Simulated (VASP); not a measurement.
Set up this calculation in VASP 6.6.1, as the native input.

```
Task                   : relaxation of cell and atoms
Functional             : r2SCAN
Potentials or basis    : VASP PAW PBE potentials, release 64 (Al, N)
Cutoff                 : 600 eV
k mesh                 : 8 × 8 × 6
Occupations            : gaussian, width 0.01 eV
Spin                   : no spin polarisation
Target pressure        : 1 GPa
Dipole correction      : no
Further INCAR settings : ALGO = Normal; EDIFF = 1e-06; IBRION = 2; EDIFFG = -0.002; NSW = 100; ISIF = 3
```

AlN:

```
Al N
1.0
     3.10670    0.00000    0.00000
    -1.55335    2.69048    0.00000
     0.00000    0.00000    4.97852
Al N
2 2
Direct
  0.33333 0.66667 0.99920
  0.66667 0.33333 0.49920
  0.33333 0.66667 0.38080
  0.66667 0.33333 0.88080
```

The input as run:

POSCAR

```
AlN
1.0
    3.1066951923      0.0000000000      0.0000000000
   -1.5533475961      2.6904769583      0.0000000000
    0.0000000000      0.0000000000      4.9785197784
Al N
2 2
Direct
    0.3333333333      0.6666666667     -0.0008019236
    0.6666666667      0.3333333333      0.4991980764
    0.3333333333      0.6666666667      0.3808019236
    0.6666666667      0.3333333333      0.8808019236
```

INCAR.step1

```
ALGO = Normal ; EDIFF = 1E-4
ENCUT = 600 ; GGA = PE
ISMEAR = 0 ; LASPH = T
LCHARG = F ; LREAL = F
LWAVE = T ; NELM = 60
PREC = Accurate ; SIGMA = 0.01
```

INCAR.step2

```
ALGO = Normal ; EDIFF = 1E-6
EDIFFG = -0.002 ; ENCUT = 600
IBRION = 2 ; ISIF = 3
ISMEAR = 0 ; ISTART = 1
LASPH = T ; LCHARG = F
LMIXTAU = T ; LREAL = F
LWAVE = F ; METAGGA = R2SCAN
NELM = 60 ; NSW = 100
PREC = Accurate ; PSTRESS = 10.0
SIGMA = 0.01
```

KPOINTS

```
k-points
0
Gamma
  8 8 6
```

Potentials or basis: VASP PAW PBE potentials, release 64 (Al, N).

Launch:

```console
$ cat potpaw_PBE.64/Al/POTCAR potpaw_PBE.64/N/POTCAR > POTCAR
$ cp INCAR.step1 INCAR
$ mpirun -np 1 vasp_std > vasp.out
$ cp INCAR.step2 INCAR
$ mpirun -np 1 vasp_std > vasp.out
```

It gave:

The relaxed volume is 10.34 Å³/atom, the relaxed cell is a = 3.101 Å, b = 3.101 Å, c = 4.967 Å, α = 90.00°, β = 90.00°, γ = 120.00° and the space group after relaxing (to 0.05 Å) is P6_3mc (No. 186). The energy change on relaxing (the enthalpy is what falls) is +0.2 meV/atom, the ionic steps are 11 and the pressure after relaxing is 1.0 GPa. The band gap on the k mesh is 4.97 eV, direct.

Caveat: the cell is relaxed towards a set pressure, so the enthalpy falls and the energy may rise; the PAW data sets were made with another functional, which shifts forces and pressure a little.

It took 4.7 min on 1 thread of Intel(R) Xeon(R) 6975P-C (Granite Rapids), with other jobs on the host, peak memory 0.19 GiB.
